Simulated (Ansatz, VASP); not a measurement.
# Ag: VASP beside Ansatz

Contents of INCAR:

```
SYSTEM = Ag
PREC = Accurate ; ENCUT = 520
EDIFF = 1E-6 ; ISMEAR = 0
SIGMA = 0.15 ; LREAL = .FALSE.
LASPH = .TRUE. ; NELM = 100
ALGO = Fast ; ISIF = 2
LWAVE = .FALSE. ; LCHARG = .TRUE.
GGA = PE ; LELF = .TRUE.
LVHAR = .TRUE. ; NBANDS = 12
```

File KPOINTS:

```
regular mesh
0
G
  20 20 20
  0 0 0
```

File POSCAR:

```
Ag
1.0
    0.0000000000      2.1043930000      2.0737465000
    2.1043930000      0.0000000000      2.0737465000
    2.1043930000      2.1043930000      0.0000000000
Ag
1
Direct
    0.0000000000      0.0000000000      0.0000000000
```

Input for Ansatz:

```yaml
crystal:
  lattice:
    - [0.0, 2.104393, 2.0737465]
    - [2.104393, 0.0, 2.0737465]
    - [2.104393, 2.104393, 0.0]
  atoms:
    - { symbol: Ag, position: [0.0, 0.0, 0.0] }
basis:
  ecutwfc: 420
kpoints:
  mp_grid: { grid: [20, 20, 20] }
hamiltonian:
  xc: pbe
scf:
  occupations: { method: gaussian, width: 0.15 }
output:
  forces: true
  stress: true
  eigenvalues: true
```

Change from the starting cell: strain +0.030 along x and y, +0.015 along z, atoms carried along.

Alike in both runs: task single point; functional PBE; k mesh 20 × 20 × 20; occupations gaussian, width 0.15 eV; no spin polarisation.

|  | VASP | Ansatz |
| --- | --- | --- |
| version | VASP 6.6.1 | Ansatz 0.2.0 |
| potentials or method | VASP PAW PBE potentials, release 64 (Ag), cutoff 520 eV | scalar-relativistic, plane waves, PAW |
| valence electrons in the cell | 11 | 19 |

|  | VASP | Ansatz | Ansatz less VASP |
| --- | --- | --- | --- |
| gap on the k mesh at the Fermi level (eV) | none | none | - |
| pressure (GPa) | -2.5 | -2.5 | +0.04 |
| traceless stress, the component that is largest in VASP (GPa) | 0.28 | 0.28 | +0.003 |

A gap of «none» marks a metal or a gap that the smearing closes. With one functional, cell and mesh, what is left measures potentials, basis and numerics. VASP's potentials hold 11 valence electrons a cell and Ansatz's 19, so a difference there can come from the potentials and not from the codes.
